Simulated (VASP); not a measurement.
# Li16H (a cell with a defect) in VASP: single point with PBEsol

Aim: the single point of Li16H (a cell with a defect) with PBEsol.

Everything below comes from runs of VASP 6.6.1. Logs are shortened: lines on timing, memory, paths and dates and some standing lists are left out, and cuts for length are marked.

### 1 The cell of the first run

The cell holds a defect, 17 atoms: a = 6.980 Å, b = 6.980 Å, c = 6.980 Å, α = 90.00°, β = 90.00°, γ = 90.00°.

### 2 Single point, PBEsol

INCAR reads:

```
SYSTEM = Li16H
ALGO = Normal
EDIFF = 1E-7
ENCUT = 520
GGA = PS
ISIF = 2
ISMEAR = 0
LASPH = .True.
LCHARG = .True.
LELF = .True.
LREAL = Auto
LVHAR = .True.
LWAVE = .False.
NBANDS = 38
NELM = 100
PREC = Accurate
SIGMA = 0.15
```

KPOINTS reads:

```
k-points
0
Gamma
  3 3 3
  0 0 0
```

POSCAR reads:

```
Li16H
1.0
    6.9800000000      0.0000000000      0.0000000000
    0.0000000000      6.9800000000      0.0000000000
    0.0000000000      0.0000000000      6.9800000000
Li H
16 1
Direct
   -0.0069014327      0.0004372493     -0.0303873926
    0.4958098854      0.0001130372      0.0031445559
    0.0066287966      0.5003482808     -0.0003352436
   -0.0094885387      0.0005296562      0.5276184814
    0.2386749284      0.2409833811      0.2499421203
    0.5006517192      0.5001025788      0.0140948424
    0.4988214900      0.0001492837      0.4942313754
    0.7577312321      0.2479441261      0.2475538682
    0.0040775072      0.5004040115      0.4973767908
    0.2384564470      0.7593103152      0.2499760745
    0.2647319484      0.2616628940      0.7470398281
    0.5033050143      0.5001388252      0.4831926934
    0.7576777937      0.7521193410      0.2476044413
    0.7498058739      0.2497820917      0.7494355301
    0.2645164756      0.7382673352      0.7470494269
    0.7490924069      0.7493262178      0.7495184814
    0.8394351003     -0.0006564470      0.7490226361
```

Potentials or basis: VASP PAW PBE potentials, release 64 (Li_sv, H).

The run is started by

```bash
> cat potpaw_PBE.64/Li_sv/POTCAR potpaw_PBE.64/H/POTCAR > POTCAR
> mpirun -np 1 vasp_std > vasp.out
```

OUTCAR:

```text
SYSTEM = Li16H
   EDIFF = 1E-7
   ENCUT = 520
   GGA = PS
   ISIF = 2
   ISMEAR = 0
   LASPH = .True.
   LREAL = Auto
   NELM = 100
   PREC = Accurate

 ion  position               nearest neighbor table
   1  0.993  0.000  0.970-
   2  0.496  0.000  0.003-
   3  0.007  0.500  1.000-
   4  0.991  0.001  0.528-
   5  0.239  0.241  0.250-
   6  0.501  0.500  0.014-
[... 9 lines left out ...]
  16  0.749  0.749  0.750-
  17  0.839  0.999  0.749-

  LATTYP: Found a simple cubic cell.
 ALAT       =     6.9800000000

  Lattice vectors:

 A1 = (   6.9800000000,   0.0000000000,   0.0000000000)
 A2 = (   0.0000000000,   6.9800000000,   0.0000000000)
 A3 = (   0.0000000000,   0.0000000000,   6.9800000000)

Analysis of symmetry for initial positions (statically):
=====================================================================
 Subroutine PRICEL returns:
 Original cell was already a primitive cell.

 Routine SETGRP: Setting up the symmetry group for a
 simple cubic supercell.

 Subroutine GETGRP returns: Found  1 space group operations
 (whereof  1 operations were pure point group operations)
 out of a pool of 48 trial point group operations.

The static configuration has the point symmetry C_1 .

Analysis of symmetry for dynamics (positions and initial velocities):
=====================================================================
 Subroutine PRICEL returns:
 Original cell was already a primitive cell.

 Routine SETGRP: Setting up the symmetry group for a
 simple cubic supercell.

 Subroutine GETGRP returns: Found  1 space group operations
 (whereof  1 operations were pure point group operations)
 out of a pool of 48 trial point group operations.

The dynamic configuration has the point symmetry C_1 .

 Subroutine INISYM returns: Found  1 space group operations
 (whereof  1 operations are pure point group operations),
 and found     1 'primitive' translations

----------------------------------------------------------------------------------------

                                     Primitive cell

  volume of cell :     340.0684

  direct lattice vectors                    reciprocal lattice vectors
     6.980000000  0.000000000  0.000000000     0.143266476  0.000000000  0.000000000
     0.000000000  6.980000000  0.000000000     0.000000000  0.143266476  0.000000000
     0.000000000  0.000000000  6.980000000     0.000000000  0.000000000  0.143266476

  length of vectors
     6.980000000  6.980000000  6.980000000     0.143266476  0.143266476  0.143266476

  position of ions in fractional coordinates (direct lattice)
     0.993098567  0.000437249  0.969612607
     0.495809885  0.000113037  0.003144556
     0.006628797  0.500348281  0.999664756
     0.990511461  0.000529656  0.527618481
     0.238674928  0.240983381  0.249942120
     0.500651719  0.500102579  0.014094842
[... 9 lines left out ...]
     0.749092407  0.749326218  0.749518481
     0.839435100  0.999343553  0.749022636

  ion indices of the primitive-cell ions
   primitive index   ion index
                 1           1
                 2           2
                 3           3
                 4           4
                 5           5
                 6           6
[... 9 lines left out ...]
                16          16
                17          17

----------------------------------------------------------------------------------------

 KPOINTS: k-points

Automatic generation of k-mesh.
 Grid dimensions read from file:
 generate k-points for:    3    3    3

 Generating k-lattice:

  Cartesian coordinates                     Fractional coordinates (reciprocal lattice)
     0.047755492  0.000000000  0.000000000     0.333333333  0.000000000  0.000000000
     0.000000000  0.047755492  0.000000000     0.000000000  0.333333333  0.000000000
     0.000000000  0.000000000  0.047755492     0.000000000  0.000000000  0.333333333

  Length of vectors
     0.047755492  0.047755492  0.047755492

  Shift w.r.t. Gamma in fractional coordinates (k-lattice)
     0.000000000  0.000000000  0.000000000

 Subroutine IBZKPT returns following result:
 ===========================================

 Found     14 irreducible k-points:

 Following reciprocal coordinates:
            Coordinates               Weight
  0.000000  0.000000  0.000000      1.000000
  0.333333  0.000000  0.000000      2.000000
  0.000000  0.333333  0.000000      2.000000
  0.000000  0.000000  0.333333      2.000000
  0.333333  0.333333  0.000000      2.000000
  0.000000  0.333333  0.333333      2.000000
  0.333333  0.000000  0.333333      2.000000
 -0.333333  0.333333  0.000000      2.000000
 -0.333333  0.000000  0.333333      2.000000
  0.000000 -0.333333  0.333333      2.000000
  0.333333  0.333333  0.333333      2.000000
 -0.333333  0.333333  0.333333      2.000000
 -0.333333 -0.333333  0.333333      2.000000
  0.333333 -0.333333  0.333333      2.000000
   k-points           NKPTS =     14   k-points in BZ     NKDIM =     14   number of bands    NBANDS=     38
   number of dos      NEDOS =    301   number of ions     NIONS =     17
   total plane-waves  NPLWV = 157464
   dimension x,y,z NGX =    54 NGY =   54 NGZ =   54
   dimension x,y,z NGXF=   108 NGYF=  108 NGZF=  108
   ions per type =              16   1
   NGX,Y,Z   is equivalent  to a cutoff of  12.86, 12.86, 12.86 a.u.
   NGXF,Y,Z  is equivalent  to a cutoff of  25.72, 25.72, 25.72 a.u.
 SYSTEM =  Li16H
   PREC   = accura    normal or accurate (medium, high low for compatibility)
   ISTART =      0    job   : 0-new  1-cont  2-samecut
   ICHARG =      2    charge: 1-file 2-atom 10-const
   ISPIN  =      1    spin polarized calculation?
   LNONCOLLINEAR =      F non collinear calculations
   LSORBIT =      F    spin-orbit coupling
   LASPH  =      T    aspherical Exc in radial PAW
   ENCUT  =  520.0 eV  38.22 Ry    6.18 a.u.  12.98 12.98 12.98*2*pi/ulx,y,z
   NELM   =    100;   NELMIN=  2; NELMDL= -5     # of ELM steps
   EDIFF  = 0.1E-06   stopping-criterion for ELM
   LREAL  =      T    real-space projection
   EDIFFG = 0.1E-05   stopping-criterion for IOM
   NSW    =      0    number of steps for IOM
   IBRION =     -1    ionic relax: 0-MD 1-quasi-New 2-CG
   NFREE  =      0    steps in history (QN), initial steepest desc. (CG)
   ISIF   =      2    stress and relaxation
   ISYM   =      2    0-nonsym 1-usesym 2-fastsym
   POTIM  = 0.5000    time-step for ionic-motion
   TEBEG  =    0.0;   TEEND  =   0.0 temperature during run
   PSTRESS=    0.0 pullay stress
   NELECT =      49.0000    total number of electrons
   NUPDOWN=      -1.0000    fix difference up-down
   EMIN   =  10.00;   EMAX   =-10.00  energy-range for DOS
   EFERMI =   0.00;   METHOD = LEGACY
   ISMEAR =     0;   SIGMA  =   0.15  broadening in eV -4-tet -1-fermi 0-gaus
   EFERMI_NEDOS =   21; number of points for ismear=-14 and -15
   IALGO  =     38    algorithm
   IMIX   =      4    mixing-type and parameters
     AMIX     =   0.40;   BMIX     =  1.00
     AMIX_MAG =   1.60;   BMIX_MAG =  1.00
  volume/ion in A,a.u.               =      20.00       134.99
  Fermi-wavevector in a.u.,A,eV,Ry     =   0.858258  1.621873 10.022155  0.736608
  Thomas-Fermi vector in A             =   1.975436
   LORBIT       =      0    0 simple, 1 ext, 2 COOP (PROOUT), +10 PAW based schemes
   GGA     = PS    functional components
   LHFCALC =     F    Hartree Fock is set to
   AEXX    =    0.0000 exact exchange contribution
   IVDW    =     0    specifies the selected vdW correction
   LEPSILON=     F    determine dielectric tensor
   LRPA    =     F    only Hartree local field effects (RPA)
 non-spin polarized calculation
 Gauss-broadening in eV      SIGMA  =   0.15
  energy-cutoff  :      520.00
  volume of cell :      340.07
 maximum number of plane-waves:      9180
 NGX is ok and might be reduce to    54
   NGX = 25   NGY = 25   NGZ = 25

 number of electron      48.9999978 magnetization

 Free energy of the ion-electron system (eV)
  ---------------------------------------------------
  ext. energy  EPLUGINS =         0.00000000
  ---------------------------------------------------
  free energy    TOTEN  =       -35.19095800 eV

  energy without entropy =      -35.07713813  energy(sigma->0) =      -35.13404806

 E-fermi :   0.5070     XC(G=0):  -6.9479

 val. band max:        0.4865441179   @ k =  -0.3333   0.0000   0.3333
 cond. band min:       0.5226746515   @ k =   0.3333   0.3333   0.0000
 fundamental gap:      0.0361305336
 Fermi energy:         0.5070498317

 k-point     1 :       0.0000    0.0000    0.0000
  band No.  band energies     occupation
      1     -45.5924      2.00000
      2     -45.5896      2.00000
      3     -45.4851      2.00000
      4     -45.4829      2.00000
      5     -45.4575      2.00000
      6     -45.4553      2.00000
[... 28 lines left out ...]
     35       3.5989      0.00000
     36       3.7868      0.00000

 k-point     2 :       0.3333    0.0000    0.0000
  band No.  band energies     occupation
      1     -45.5924      2.00000
      2     -45.5897      2.00000
      3     -45.4851      2.00000
      4     -45.4830      2.00000
      5     -45.4574      2.00000
      6     -45.4553      2.00000
[... 28 lines left out ...]
     35       3.7499      0.00000
     36       3.7513      0.00000

 k-point     3 :       0.0000    0.3333    0.0000
  band No.  band energies     occupation
      1     -45.5924      2.00000
      2     -45.5897      2.00000
      3     -45.4849      2.00000
      4     -45.4832      2.00000
      5     -45.4571      2.00000
      6     -45.4558      2.00000
[... 28 lines left out ...]
     35       3.7673      0.00000
     36       3.7784      0.00000
[... 352 lines left out ...]
 k-point    13 :      -0.3333   -0.3333    0.3333
  band No.  band energies     occupation
      1     -45.5922      2.00000
      2     -45.5899      2.00000
      3     -45.4849      2.00000
      4     -45.4832      2.00000
      5     -45.4571      2.00000
      6     -45.4558      2.00000
[... 28 lines left out ...]
     35       3.6647      0.00000
     36       3.7761      0.00000

 k-point    14 :       0.3333   -0.3333    0.3333
  band No.  band energies     occupation
      1     -45.5922      2.00000
      2     -45.5899      2.00000
      3     -45.4849      2.00000
      4     -45.4832      2.00000
      5     -45.4571      2.00000
      6     -45.4558      2.00000
[... 28 lines left out ...]
     35       3.6574      0.00000
     36       3.7754      0.00000
 [bands above 36 left out]

------------------------ aborting loop because EDIFF is reached ----------------------------------------

  FORCE on cell =-STRESS in cart. coord.  units (eV):
  Direction    XX          YY          ZZ          XY          YZ          ZX
  --------------------------------------------------------------------------------------
  -------------------------------------------------------------------------------------
  Total       -1.9036252     -1.5558256     -1.6700624     -0.0025395      0.0024404     -0.0237423
  in kB       -8.9686228     -7.3300213     -7.8682293     -0.0119645      0.0114977     -0.1118582
  external PRESSURE =      -8.0556244 kB  Pullay stress =       0.0000000 kB

 VOLUME and BASIS-vectors are now :
 -----------------------------------------------------------------------------
  energy-cutoff  :      520.00
  volume of cell :      340.07
      direct lattice vectors                 reciprocal lattice vectors
     6.980000000  0.000000000  0.000000000     0.143266476  0.000000000  0.000000000
     0.000000000  6.980000000  0.000000000     0.000000000  0.143266476  0.000000000
     0.000000000  0.000000000  6.980000000     0.000000000  0.000000000  0.143266476

 POSITION                                       TOTAL-FORCE (eV/Angst)
 -----------------------------------------------------------------------------------
      6.93183      0.00305      6.76790        -0.004398     -0.006840     -0.002214
      3.46075      0.00079      0.02195         0.007076     -0.002034     -0.009984
      0.04627      3.49243      6.97766         0.000058     -0.005027      0.000569
      6.91377      0.00370      3.68278         0.001880     -0.006424     -0.004978
      1.66595      1.68206      1.74460         0.001094     -0.000402     -0.000474
      3.49455      3.49072      0.09838        -0.000475     -0.002422      0.002162
[... 9 lines left out ...]
      5.22867      5.23030      5.23164         0.002378     -0.003754      0.000232
      5.85926      6.97542      5.22818        -0.014874      0.007116      0.004009
 -----------------------------------------------------------------------------------
    total drift:                               -0.007479     -0.006640     -0.002941

  FREE ENERGIE OF THE ION-ELECTRON SYSTEM (eV)
  ---------------------------------------------------
  free  energy   TOTEN  =       -35.1909579973 eV

  energy  without entropy=      -35.0771381268  energy(sigma->0) =      -35.13404806
```

Run time: 4.8 min. Hardware: 1 thread of Intel Xeon Platinum 8488C (Sapphire Rapids), shared host; peak memory 0.41 GiB.

What came out:

| Item | Value |
| --- | --- |
| Free energy | -35.1910 eV |
| Largest force | 0.017 eV/Å |
| Band gap on the k mesh | zero (an odd number of electrons rules out a gap without spin polarisation) |

Forces on the atoms (eV/Å):
```
Li  -0.004 -0.007 -0.002
Li   0.007 -0.002 -0.010
Li   0.000 -0.005  0.001
Li   0.002 -0.006 -0.005
Li   0.001  0.000  0.000
Li   0.000 -0.002  0.002
Li   0.004 -0.002  0.009
Li   0.005  0.005  0.002
Li  -0.002 -0.005  0.002
Li   0.003  0.003 -0.001
Li   0.000  0.004  0.001
Li  -0.005 -0.002 -0.003
Li   0.005  0.000  0.001
Li  -0.004  0.012 -0.002
Li   0.001  0.004  0.001
Li   0.002 -0.004  0.000
H   -0.015  0.007  0.004
```

Caveat: the cutoff is under 1.25 times the usual one of these potentials, so pressure, stress and relaxed cells hold a basis-set (Pulay) error; the PAW data sets were made with another functional, which shifts forces and pressure a little.

The gap in the log of VASP goes by the Fermi energy; the results here count the filled bands.